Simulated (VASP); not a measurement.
TiGe4Pd2:

```
Ti Ge Pd
1.0
     4.34000    0.00000    0.00000
     0.00000    4.34000    0.00000
     0.00000    0.00000    6.14000
Ti Ge Pd
1 4 2
Direct
  0.50000 0.50000 0.00000
  0.00000 0.50000 0.75000
  0.50000 0.00000 0.75000
  0.00000 0.50000 0.25000
  0.50000 0.00000 0.25000
  0.50000 0.50000 0.50000
  0.00000 0.00000 0.00000
```

This cell differs from its parent crystal: atoms taken out.

- Program: VASP 6.6.1
- Task: relaxation of cell and atoms
- Functional: PBE
- Potentials or basis: VASP PAW PBE potentials, release 64 (Ti_sv, Ge_d, Pd)
- Cutoff: 600 eV
- k mesh: 4 × 4 × 3
- Occupations: gaussian, width 0.2 eV
- Spin: no spin polarisation

At the start: pressure 5.5 GPa; volume 16.52 Å³/atom.

Where does the relaxation end?

Over 5 steps the energy falls by 24.2 meV/atom and the volume is 17.04 Å³/atom (+3.2 %); space group P4/mmm (No. 123, to 0.1 Å) before and after.

The path:
```csv
step,energy change (eV),largest force (eV/Å),pressure (GPa),volume (Å³)
1,0.0000,0.6882,5.53,115.65
2,-0.0746,0.1761,-4.18,125.46
3,-0.1232,0.3553,-0.82,121.50
4,-0.1487,0.2530,-0.61,120.85
5,-0.1695,0.0399,0.20,119.30
```

Final structure:
```cif
data_structure
_symmetry_space_group_name_H-M 'P 1'
_symmetry_Int_Tables_number 1
_cell_length_a 4.4016
_cell_length_b 4.4016
_cell_length_c 6.1575
_cell_angle_alpha 90.000
_cell_angle_beta 90.000
_cell_angle_gamma 90.000
_cell_volume 119.30
loop_
_atom_site_label
_atom_site_type_symbol
_atom_site_fract_x
_atom_site_fract_y
_atom_site_fract_z
_atom_site_occupancy
Ti1 Ti 0.50000 0.50000 0.00000 1
Ge1 Ge 0.00000 0.50000 0.73659 1
Ge2 Ge 0.50000 0.00000 0.73659 1
Ge3 Ge 0.00000 0.50000 0.26341 1
Ge4 Ge 0.50000 0.00000 0.26341 1
Pd1 Pd 0.50000 0.50000 0.50000 1
Pd2 Pd 0.00000 0.00000 0.00000 1
```

Caveat: the k points lie up to 0.36 Å⁻¹ apart in the final cell; the cell differs from its parent crystal (atoms taken out); the relaxation stopped at a loose force limit of 0.08 eV/Å, so its end isn't a converged minimum.
